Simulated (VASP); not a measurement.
# TiAl (Pm-3m) in VASP: further runs, part 2 of 2

VASP 6.6.1.

## (3) Single point, r2SCAN

This run uses another cell than the first one, of 15.74 Å³/atom, 1.021 times its volume.

The input, POSCAR:

```
TiAl
1.0
    3.1577273571      0.0000000000      0.0000000000
    0.0000000000      3.1577273571      0.0000000000
    0.0000000000      0.0000000000      3.1577273571
Ti Al
1 1
Direct
    0.0000000000      0.0000000000      0.0000000000
    0.5000000000      0.5000000000      0.5000000000
```

The input, INCAR.step1:

```
SYSTEM = TiAl
ALGO = Normal
EDIFF = 1E-4
ENCUT = 520
GGA = PE
ISMEAR = -1
LASPH = .True.
LCHARG = .False.
LREAL = .False.
LWAVE = .True.
NBANDS = 14
NELM = 100
PREC = Accurate
SIGMA = 0.05
```

The input, INCAR.step2:

```
SYSTEM = TiAl
ALGO = Normal
EDIFF = 1E-6
ENCUT = 520
ISIF = 2
ISMEAR = -1
ISTART = 1
LASPH = .True.
LCHARG = .False.
LMIXTAU = .True.
LREAL = .False.
LWAVE = .False.
METAGGA = R2SCAN
NBANDS = 14
NELM = 100
PREC = Accurate
SIGMA = 0.05
```

The input, KPOINTS:

```
k-points
0
Gamma
  8 8 8
  0 0 0
```

Potentials or basis: VASP PAW PBE potentials, release 64 (Ti_sv, Al).

Launch:

```bash
cat potpaw_PBE.64/Ti_sv/POTCAR potpaw_PBE.64/Al/POTCAR > POTCAR
cp INCAR.step1 INCAR
mpirun -np 1 vasp_std > vasp.out
cp INCAR.step2 INCAR
mpirun -np 1 vasp_std > vasp.out
```

OUTCAR:

```text
SYSTEM = TiAl
   EDIFF = 1E-6
   ENCUT = 520
   ISIF = 2
   ISMEAR = -1
   ISTART = 1
   LASPH = .True.
   LREAL = .False.
   METAGGA = R2SCAN
   NELM = 100
   PREC = Accurate

 ion  position               nearest neighbor table
   1  0.000  0.000  0.000-   2 2.73   2 2.73   2 2.73   2 2.73   2 2.73   2 2.73   2 2.73   2 2.73

   2  0.500  0.500  0.500-   1 2.73   1 2.73   1 2.73   1 2.73   1 2.73   1 2.73   1 2.73   1 2.73

  LATTYP: Found a simple cubic cell.
 ALAT       =     3.1577273571

  Lattice vectors:

 A1 = (   3.1577273571,   0.0000000000,   0.0000000000)
 A2 = (   0.0000000000,   3.1577273571,   0.0000000000)
 A3 = (   0.0000000000,   0.0000000000,   3.1577273571)

Analysis of symmetry for initial positions (statically):
=====================================================================
 Subroutine PRICEL returns:
 Original cell was already a primitive cell.

 Routine SETGRP: Setting up the symmetry group for a
 simple cubic supercell.

 Subroutine GETGRP returns: Found 48 space group operations
 (whereof 48 operations were pure point group operations)
 out of a pool of 48 trial point group operations.

The static configuration has the point symmetry O_h .

Analysis of symmetry for dynamics (positions and initial velocities):
=====================================================================
 Subroutine PRICEL returns:
 Original cell was already a primitive cell.

 Routine SETGRP: Setting up the symmetry group for a
 simple cubic supercell.

 Subroutine GETGRP returns: Found 48 space group operations
 (whereof 48 operations were pure point group operations)
 out of a pool of 48 trial point group operations.

The dynamic configuration has the point symmetry O_h .

 Subroutine INISYM returns: Found 48 space group operations
 (whereof 48 operations are pure point group operations),
 and found     1 'primitive' translations

----------------------------------------------------------------------------------------

                                     Primitive cell

  volume of cell :      31.4865

[... 113 lines left out ...]
   METAGGA = R2SCAN    functional components
   LHFCALC =     F    Hartree Fock is set to
   AEXX    =    0.0000 exact exchange contribution
   IVDW    =     0    specifies the selected vdW correction
   LEPSILON=     F    determine dielectric tensor
   LRPA    =     F    only Hartree local field effects (RPA)
 non-spin polarized calculation
  energy-cutoff  :      520.00
  volume of cell :       31.49
 maximum number of plane-waves:       876
 NGX is ok and might be reduce to    24
   NGX = 11   NGY = 11   NGZ = 11

 number of electron      14.9999993 magnetization

 Free energy of the ion-electron system (eV)
  ---------------------------------------------------
  ext. energy  EPLUGINS =         0.00000000
  ---------------------------------------------------
  free energy    TOTEN  =       -20.31112348 eV

  energy without entropy =      -20.29254769  energy(sigma->0) =      -20.30183558

 E-fermi :   9.0359     XC(G=0): -11.9945

 val. band max:        8.9996256583   @ k =   0.5000   0.3750   0.2500
 cond. band min:       9.0419329061   @ k =   0.3750   0.3750   0.2500
 fundamental gap:      0.0423072478
 Fermi energy:         9.0358753533

 k-point     1 :       0.0000    0.0000    0.0000
  band No.  band energies     occupation
      1     -50.1966      2.00000
      2     -25.3486      2.00000
      3     -25.3486      2.00000
      4     -25.3486      2.00000
      5      -0.9074      2.00000
      6       7.3736      2.00000
      7       7.3736      2.00000
      8      11.1364      0.00000
      9      11.1364      0.00000
     10      11.1364      0.00000
     11      13.7720      0.00000
     12      13.7720      0.00000
     13      13.7720      0.00000
     14      18.2308      0.00000
[... 377 lines left out ...]
      1     -50.1621      2.00000
      2     -25.5184      2.00000
      3     -25.4874      2.00000
      4     -25.3434      2.00000
      5       3.6801      2.00000
      6       5.7021      2.00000
      7       6.8716      2.00000
      8       8.3401      2.00000
      9      10.0785      0.00000
     10      10.1060      0.00000
     11      12.0708      0.00000
     12      14.2783      0.00000
     13      14.5150      0.00000
     14      17.0049      0.00000

 [... further k-points ...]
[... 5 lines left out ...]
  --------------------------------------------------------------------------------------
  -------------------------------------------------------------------------------------
  Total        0.3600651      0.3600651      0.3600651      0.0000000     -0.0000000     -0.0000000
  in kB       18.3217819     18.3217819     18.3217819      0.0000000     -0.0000000     -0.0000000
  external PRESSURE =      18.3217819 kB  Pullay stress =       0.0000000 kB

 VOLUME and BASIS-vectors are now :
 -----------------------------------------------------------------------------
  energy-cutoff  :      520.00
  volume of cell :       31.49
      direct lattice vectors                 reciprocal lattice vectors
     3.157727357  0.000000000  0.000000000     0.316683452  0.000000000  0.000000000
     0.000000000  3.157727357  0.000000000     0.000000000  0.316683452  0.000000000
     0.000000000  0.000000000  3.157727357     0.000000000  0.000000000  0.316683452

 POSITION                                       TOTAL-FORCE (eV/Angst)
 -----------------------------------------------------------------------------------
      0.00000      0.00000      0.00000         0.000000      0.000000      0.000000
      1.57886      1.57886      1.57886         0.000000      0.000000      0.000000
 -----------------------------------------------------------------------------------
    total drift:                                0.000000      0.000000      0.000000

  FREE ENERGIE OF THE ION-ELECTRON SYSTEM (eV)
  ---------------------------------------------------
  free  energy   TOTEN  =       -20.3111234764 eV

  energy  without entropy=      -20.2925476884  energy(sigma->0) =      -20.30183558
```

OUTCAR.step1:

```text
SYSTEM = TiAl
   EDIFF = 1E-4
   ENCUT = 520
   GGA = PE
   ISMEAR = -1
   LASPH = .True.
   LREAL = .False.
[... 629 lines left out ...]
      0.00000      0.00000      0.00000         0.000000      0.000000      0.000000
      1.57886      1.57886      1.57886         0.000000      0.000000      0.000000
 -----------------------------------------------------------------------------------
    total drift:                                0.000000      0.000000      0.000000

  FREE ENERGIE OF THE ION-ELECTRON SYSTEM (eV)
  ---------------------------------------------------
  free  energy   TOTEN  =       -12.1064607624 eV

  energy  without entropy=      -12.0842120589  energy(sigma->0) =      -12.09533641
```

Wall time 70 s (1 thread of Intel Xeon 8259CL, shared host); peak memory 0.15 GiB.

What came out:

```
Free energy : -20.3111 eV
Pressure    : 1.8 GPa
```

Caveat: the PAW data sets were made with another functional, which shifts forces and pressure a little.

## (4) Single point, r2SCAN

This run uses another cell than the first one, of 16.06 Å³/atom, 1.042 times its volume.

The input, POSCAR:

```
TiAl
1.0
    3.1790640000      0.0000000000      0.0000000000
    0.0000000000      3.1790640000      0.0000000000
    0.0000000000      0.0000000000      3.1790640000
Ti Al
1 1
Direct
    0.0000000000      0.0000000000      0.0000000000
    0.5000000000      0.5000000000      0.5000000000
```

The input, INCAR.step1:

```
SYSTEM = TiAl
  ALGO = Normal
  EDIFF = 1E-4
  ENCUT = 520
  GGA = PE
  ISMEAR = -1
  LASPH = .TRUE.
  LCHARG = .FALSE.
  LREAL = .FALSE.
  LWAVE = .TRUE.
  NBANDS = 14
  NELM = 60
  PREC = Accurate
  SIGMA = 0.05
```

The input, INCAR.step2:

```
SYSTEM = TiAl
  ALGO = Normal
  EDIFF = 1E-7
  ENCUT = 520
  ISIF = 2
  ISMEAR = -1
  ISTART = 1
  LASPH = .TRUE.
  LCHARG = .FALSE.
  LMIXTAU = .TRUE.
  LREAL = .FALSE.
  LWAVE = .FALSE.
  METAGGA = R2SCAN
  NBANDS = 14
  NELM = 60
  PREC = Accurate
  SIGMA = 0.05
```

The input, KPOINTS:

```
k-points
0
G
  8 8 8
  0 0 0
```

Potentials or basis: VASP PAW PBE potentials, release 64 (Ti_sv, Al).

Launch:

```bash
cat potpaw_PBE.64/Ti_sv/POTCAR potpaw_PBE.64/Al/POTCAR > POTCAR
cp INCAR.step1 INCAR
mpirun -np 1 vasp_std > vasp.out
cp INCAR.step2 INCAR
mpirun -np 1 vasp_std > vasp.out
```

OUTCAR:

```text
SYSTEM = TiAl
   EDIFF = 1E-7
   ENCUT = 520
   ISIF = 2
   ISMEAR = -1
   ISTART = 1
   LASPH = .TRUE.
   LREAL = .FALSE.
   METAGGA = R2SCAN
   NELM = 60
   PREC = Accurate

 ion  position               nearest neighbor table
   1  0.000  0.000  0.000-   2 2.75   2 2.75   2 2.75   2 2.75   2 2.75   2 2.75   2 2.75   2 2.75

   2  0.500  0.500  0.500-   1 2.75   1 2.75   1 2.75   1 2.75   1 2.75   1 2.75   1 2.75   1 2.75

  LATTYP: Found a simple cubic cell.
 ALAT       =     3.1790640000

  Lattice vectors:

 A1 = (   3.1790640000,   0.0000000000,   0.0000000000)
 A2 = (   0.0000000000,   3.1790640000,   0.0000000000)
 A3 = (   0.0000000000,   0.0000000000,   3.1790640000)

Analysis of symmetry for initial positions (statically):
=====================================================================
 Subroutine PRICEL returns:
 Original cell was already a primitive cell.

 Routine SETGRP: Setting up the symmetry group for a
 simple cubic supercell.

 Subroutine GETGRP returns: Found 48 space group operations
 (whereof 48 operations were pure point group operations)
 out of a pool of 48 trial point group operations.

The static configuration has the point symmetry O_h .

[... 168 lines left out ...]
  band No.  band energies     occupation
      1     -50.4571      2.00000
      2     -25.6108      2.00000
      3     -25.6108      2.00000
      4     -25.6108      2.00000
      5      -1.0317      2.00000
      6       7.2088      2.00000
      7       7.2088      2.00000
      8      10.8716      0.00000
      9      10.8716      0.00000
     10      10.8716      0.00000
     11      13.4532      0.00000
     12      13.4532      0.00000
     13      13.4532      0.00000
     14      17.8955      0.00000
[... 377 lines left out ...]
      1     -50.4256      2.00000
      2     -25.7687      2.00000
      3     -25.7399      2.00000
      4     -25.6061      2.00000
      5       3.5115      2.00000
      6       5.5137      2.00000
      7       6.6805      2.00000
      8       8.1358      2.00000
      9       9.8410      0.00000
     10       9.8706      0.00000
     11      11.7721      0.00000
     12      13.9013      0.00000
     13      14.1683      0.00000
     14      16.6400      0.00000

 [... further k-points ...]
[... 5 lines left out ...]
  --------------------------------------------------------------------------------------
  -------------------------------------------------------------------------------------
  Total       -0.1117716     -0.1117716     -0.1117716      0.0000000      0.0000000     -0.0000000
  in kB       -5.5737079     -5.5737079     -5.5737079      0.0000000      0.0000000     -0.0000000
  external PRESSURE =      -5.5737079 kB  Pullay stress =       0.0000000 kB

 VOLUME and BASIS-vectors are now :
 -----------------------------------------------------------------------------
  energy-cutoff  :      520.00
  volume of cell :       32.13
      direct lattice vectors                 reciprocal lattice vectors
     3.179064000  0.000000000  0.000000000     0.314557996  0.000000000  0.000000000
     0.000000000  3.179064000  0.000000000     0.000000000  0.314557996  0.000000000
     0.000000000  0.000000000  3.179064000     0.000000000  0.000000000  0.314557996

 POSITION                                       TOTAL-FORCE (eV/Angst)
 -----------------------------------------------------------------------------------
      0.00000      0.00000      0.00000         0.000000      0.000000      0.000000
      1.58953      1.58953      1.58953         0.000000      0.000000      0.000000
 -----------------------------------------------------------------------------------
    total drift:                                0.000000      0.000000      0.000000

  FREE ENERGIE OF THE ION-ELECTRON SYSTEM (eV)
  ---------------------------------------------------
  free  energy   TOTEN  =       -20.3139692170 eV

  energy  without entropy=      -20.2950905541  energy(sigma->0) =      -20.30452989
```

OUTCAR.step1:

```text
SYSTEM = TiAl
   EDIFF = 1E-4
   ENCUT = 520
   GGA = PE
   ISMEAR = -1
   LASPH = .TRUE.
   LREAL = .FALSE.
[... 629 lines left out ...]
      0.00000      0.00000      0.00000         0.000000      0.000000      0.000000
      1.58953      1.58953      1.58953         0.000000      0.000000      0.000000
 -----------------------------------------------------------------------------------
    total drift:                                0.000000      0.000000      0.000000

  FREE ENERGIE OF THE ION-ELECTRON SYSTEM (eV)
  ---------------------------------------------------
  free  energy   TOTEN  =       -12.1147032184 eV

  energy  without entropy=      -12.0918359167  energy(sigma->0) =      -12.10326957
```

OSZICAR.step1:

```text
N       E                     dE             d eps       ncg     rms          rms(c)
DAV:   1     0.101148299706E+03    0.10115E+03   -0.71938E+03   986   0.108E+03
DAV:   2    -0.803368997225E+01   -0.10918E+03   -0.10521E+03  1034   0.304E+02
DAV:   3    -0.135805839990E+02   -0.55469E+01   -0.53776E+01  1418   0.659E+01
DAV:   4    -0.137652694641E+02   -0.18469E+00   -0.18414E+00  1148   0.106E+01
DAV:   5    -0.137718642187E+02   -0.65948E-02   -0.65944E-02  1394   0.191E+00    0.981E+00
DAV:   6    -0.121977130696E+02    0.15742E+01   -0.51901E+00  1102   0.309E+01    0.289E+00
DAV:   7    -0.121233094593E+02    0.74404E-01   -0.45199E-01  1096   0.896E+00    0.174E+00
DAV:   8    -0.121177909493E+02    0.55185E-02   -0.57241E-02  1296   0.250E+00    0.600E-01
DAV:   9    -0.121145494280E+02    0.32415E-02   -0.98863E-03  1152   0.135E+00    0.168E-01
DAV:  10    -0.121146942507E+02   -0.14482E-03   -0.28755E-04  1106   0.164E-01    0.793E-02
DAV:  11    -0.121147032184E+02   -0.89678E-05   -0.11880E-04   732   0.125E-01
   1 F= -.12114703E+02 E0= -.12103270E+02  d E =-.228673E-01
```

It took 87 s on 1 thread of Intel Xeon 8259CL, shared host; peak memory 0.15 GiB.

Results:

- Free energy: -20.3140 eV
- Pressure: -0.6 GPa

Caveat: the PAW data sets were made with another functional, which shifts forces and pressure a little.

## (5) Single point, r2SCAN

This run uses another cell than the first one, of 16.39 Å³/atom, 1.063 times its volume.

The input, POSCAR:

```
TiAl
1.0
    3.2001180175      0.0000000000      0.0000000000
    0.0000000000      3.2001180175      0.0000000000
    0.0000000000      0.0000000000      3.2001180175
Ti Al
1 1
Direct
    0.0000000000      0.0000000000      0.0000000000
    0.5000000000      0.5000000000      0.5000000000
```

The input, INCAR.step1:

```
SYSTEM = TiAl
ALGO = Normal ; EDIFF = 1E-4
ENCUT = 520 ; GGA = PE
ISMEAR = -1 ; LASPH = .TRUE.
LCHARG = .FALSE. ; LREAL = .FALSE.
LWAVE = .TRUE. ; NBANDS = 14
NELM = 100 ; PREC = Accurate
SIGMA = 0.05
```

The input, INCAR.step2:

```
SYSTEM = TiAl
ALGO = Normal ; EDIFF = 1E-6
ENCUT = 520 ; ISIF = 2
ISMEAR = -1 ; ISTART = 1
LASPH = .TRUE. ; LCHARG = .FALSE.
LMIXTAU = .TRUE. ; LREAL = .FALSE.
LWAVE = .FALSE. ; METAGGA = R2SCAN
NBANDS = 14 ; NELM = 100
PREC = Accurate ; SIGMA = 0.05
```

KPOINTS is that of step 4.

Launch:

```bash
cat potpaw_PBE.64/Ti_sv/POTCAR potpaw_PBE.64/Al/POTCAR > POTCAR
cp INCAR.step1 INCAR
mpirun -np 1 vasp_std > vasp.out
cp INCAR.step2 INCAR
mpirun -np 1 vasp_std > vasp.out
```

Wall time 77 s (1 thread of Intel Xeon 8259CL, shared host); peak memory 0.15 GiB.

The run converged. Its results:

- Free energy: -20.3073 eV
- Pressure: -2.8 GPa

Levels at points of the mesh, in eV from the Fermi level:
| k point | band 4 | band 5 | band 6 | band 7 | band 8 | band 9 | band 10 | band 11 |
| --- | --- | --- | --- | --- | --- | --- | --- | --- |
| (0.00, 0.00, 0.00) | -34.48 | -9.76 | -1.56 | -1.56 | 2.00 | 2.00 | 2.00 | 4.53 |
| (0.50, 0.00, 0.00) | -34.46 | -6.41 | -5.53 | -0.63 | 0.28 | 0.28 | 2.21 | 3.02 |
| (0.50, 0.50, 0.00) | -34.45 | -5.17 | -2.39 | -2.39 | -1.59 | 0.87 | 0.87 | 2.75 |
| (0.50, 0.50, 0.50) | -34.60 | -3.20 | -3.20 | -3.20 | 0.82 | 2.82 | 2.82 | 2.82 |

Caveat: the PAW data sets were made with another functional, which shifts forces and pressure a little.

## (6) The runs side by side

```tsv
cell	gap on the mesh (eV)	pressure (GPa)
a = 3.136 Å, 2 atoms	none	4.7
a = 3.158 Å, 2 atoms	none	1.8
a = 3.179 Å, 2 atoms	none	-0.6
a = 3.200 Å, 2 atoms	none	-2.8
```

Alike in all rows: task single point; level r2SCAN; potentials or basis VASP PAW PBE potentials, release 64 (Ti_sv, Al); no spin polarisation; k mesh 8 × 8 × 8; cutoff (eV) 520; smearing fermi-dirac 0.05 eV.

Caveats: the PAW data sets were made with another functional, which shifts forces and pressure a little.

Absolute energies hang on the potentials; compare differences alone.
